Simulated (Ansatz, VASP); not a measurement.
**One calculation of MgO, two programs**

File POSCAR:

```
MgO
1.0
    0.0000000000      2.1021671475      2.1021671475
    2.1021671475      0.0000000000      2.1021671475
    2.1021671475      2.1021671475      0.0000000000
Mg O
1 1
Direct
    0.0000000000      0.0000000000      0.0000000000
    0.5000000000      0.5000000000      0.5000000000
```

Contents of INCAR.step1:

```
SYSTEM = MgO
PREC = Accurate ; ENCUT = 750
ISMEAR = 0 ; SIGMA = 0.01
LREAL = .FALSE. ; LASPH = .TRUE.
NELM = 120 ; NBANDS = 15
GGA = PE ; ALGO = Normal
EDIFF = 1E-5 ; LWAVE = .TRUE.
LCHARG = .FALSE. ; GGA_COMPAT = .FALSE.
```

File INCAR.step2:

```
SYSTEM = MgO
PREC = Accurate ; ENCUT = 750
EDIFF = 1E-6 ; ISMEAR = 0
SIGMA = 0.01 ; LREAL = .FALSE.
LASPH = .TRUE. ; NELM = 120
ALGO = Normal ; ISIF = 2
LWAVE = .FALSE. ; LCHARG = .FALSE.
METAGGA = R2SCAN ; LMIXTAU = .TRUE.
NBANDS = 15 ; ISTART = 1
GGA_COMPAT = .FALSE.
```

KPOINTS

```
Automatic mesh
0
G
  10 10 10
  0 0 0
```

Input for Ansatz:

```yaml
crystal:
  lattice:
    - [0.0, 2.10216714754, 2.10216714754]
    - [2.10216714754, 0.0, 2.10216714754]
    - [2.10216714754, 2.10216714754, 0.0]
  atoms:
    - { symbol: Mg, position: [0.0, 0.0, 0.0] }
    - { symbol: O, position: [0.5, 0.5, 0.5] }
kpoints:
  mp_grid: { grid: [10, 10, 10] }
scf:
  occupations: { method: fixed }
hamiltonian:
  xc: r2scan
  pseudopotentials: { kind: paw }
output:
  forces: true
  stress: true
  eigenvalues: true
  eigenstates:
    nscf_kmesh: { grid: [16, 16, 16] }
    de_dk: true
    e_range: [-9, 15.68488697454]
  optics:
    e_range: [0, 25]
    de: 0.2
    sigma: 0.15
    bands: { spectra_wanted_up_to: 25 }
    nscf_kmesh: { grid: [16, 16, 16] }
checkpoint:
  write: ck
  write_wavefunctions: false
```

Alike in both runs: task single point; functional r2SCAN; k mesh 10 × 10 × 10; no spin polarisation.

|  | VASP | Ansatz |
| --- | --- | --- |
| version | VASP 6.6.1 | Ansatz 0.2.0 |
| potentials or method | VASP PAW PBE potentials, release 64 (Mg_sv, O) | PAW with Ansatz's default frozen-core files, scalar-relativistic |
| plane-wave cutoff (eV) | 750 | 500 |
| occupations | gaussian, width 0.01 eV | fixed |
| valence electrons in the cell | 16 | 16 |

```tsv
	VASP	Ansatz	Ansatz less VASP
gap on the k mesh at the Fermi level (eV)	5.70	5.68	-0.019
pressure (GPa)	0.0	0.0	+0.03
```

VASP's potentials were made for PBE, not for r2SCAN.
